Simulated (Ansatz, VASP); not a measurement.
# BeSi in VASP and in Ansatz

INCAR

```
  PREC = Accurate
  ENCUT = 520
  EDIFF = 1E-7
  ISMEAR = -1
  SIGMA = 0.05
  LREAL = F
  LASPH = T
  NELM = 80
  ALGO = Normal
  ISIF = 2
  LWAVE = F
  LCHARG = F
  GGA = PE
  NBANDS = 10
```

The input KPOINTS:

```
Automatic mesh
0
Gamma
  14 14 11
```

Contents of POSCAR:

```
BeSi
1.0
    2.5181832343      0.0000000000      0.0000000000
    0.0000000000      2.5181832343      0.0000000000
    0.0000000000      0.0000000000      3.5222731301
Be Si
1 1
Direct
    0.0000000000      0.0000000000      0.0000000000
    0.5000000000      0.5000000000      0.5000000000
```

Input for Ansatz:

```yaml
crystal:
  lattice:
    - [2.5181832343, 0.0, 0.0]
    - [0.0, 2.5181832343, 0.0]
    - [0.0, 0.0, 3.5222731301]
  atoms:
    - { symbol: Be, position: [0.0, 0.0, 0.0] }
    - { symbol: Si, position: [0.5, 0.5, 0.5] }
kpoints:
  mp_grid: { grid: [14, 14, 11] }
scf:
  occupations: { method: fermi_dirac, width: 0.05 }
hamiltonian:
  xc: pbe
  pseudopotentials: { kind: all_electron, lapw: { basis_error: 0.001 } }
output:
  forces: true
  stress: true
  eigenvalues: true
```

Change from the starting cell: z stretched by +3 % at fixed volume.

Alike in both runs: task single point; functional PBE; k mesh 14 × 14 × 11; occupations fermi-dirac, width 0.05 eV; no spin polarisation.

|  | VASP | Ansatz |
| --- | --- | --- |
| version | VASP 6.6.1 | Ansatz 0.2.0 |
| potentials or method | VASP PAW PBE potentials, release 64 (Be, Si), cutoff 520 eV | all-electron LAPW, scalar-relativistic |

|  | VASP | Ansatz | Ansatz less VASP |
| --- | --- | --- | --- |
| pressure (GPa) | -0.5 | -0.5 | +0.04 |
| traceless stress, the component that is largest in VASP (GPa) | -3.90 | -3.94 | -0.038 |

Ansatz ran all-electron here, and VASP with PAW potentials.
